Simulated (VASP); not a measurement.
A run of VASP 6.6.1 is set up as follows.

POSCAR

```
SiC
1.0
    3.1955921719      0.0000000000      0.0000000000
    0.0000000000      3.1955921719      0.0000000000
    0.0000000000      0.0000000000      8.9100256559
Si C
4 4
Direct
    1.0000000000      0.5000000000      0.1339643084
    1.0000000000      0.5000000000      0.6339643084
    0.5000000000      0.0000000000      0.3660356916
    0.5000000000      0.0000000000      0.8660356916
    0.0000000000      0.0000000000      0.0000000000
    0.0000000000      0.0000000000      0.5000000000
    0.5000000000      0.5000000000      0.0000000000
    0.5000000000      0.5000000000      0.5000000000
```

The input INCAR.step1:

```
PREC = Accurate ; ENCUT = 520
ISMEAR = 0 ; SIGMA = 0.1
LREAL = False ; LASPH = True
NELM = 60 ; NBANDS = 26
GGA = PE ; ALGO = Normal
EDIFF = 1E-4 ; LWAVE = True
LCHARG = False
```

File INCAR.step2:

```
PREC = Accurate ; ENCUT = 520
EDIFF = 1E-7 ; ISMEAR = 0
SIGMA = 0.1 ; LREAL = False
LASPH = True ; NELM = 60
ALGO = Normal ; ISIF = 2
LWAVE = False ; LCHARG = False
METAGGA = R2SCAN ; LMIXTAU = True
NBANDS = 26 ; ISTART = 1
```

Contents of KPOINTS:

```
Automatic mesh
0
Gamma
  8 8 4
```

Potentials or basis: VASP PAW PBE potentials, release 64 (Si, C).

Run with:

```bash
$ cat potpaw_PBE.64/Si/POTCAR potpaw_PBE.64/C/POTCAR > POTCAR
$ cp INCAR.step1 INCAR
$ mpirun -np 1 vasp_std > vasp.out
$ cp INCAR.step2 INCAR
$ mpirun -np 1 vasp_std > vasp.out
```

Predict the pressure.

0.3 GPa.

Predict the largest force.

0.327 eV/Å.

Estimate the band gap on the k mesh.

zero (band 16 reaches 9.99 eV, above the bottom of band 17 at 6.97 eV).

Stress tensor (GPa, compression positive):
```
-0.98  0.00  0.00
 0.00 -0.98  0.00
 0.00  0.00  2.74
```

Caveat: the PAW data sets were made with another functional, which shifts forces and pressure a little.
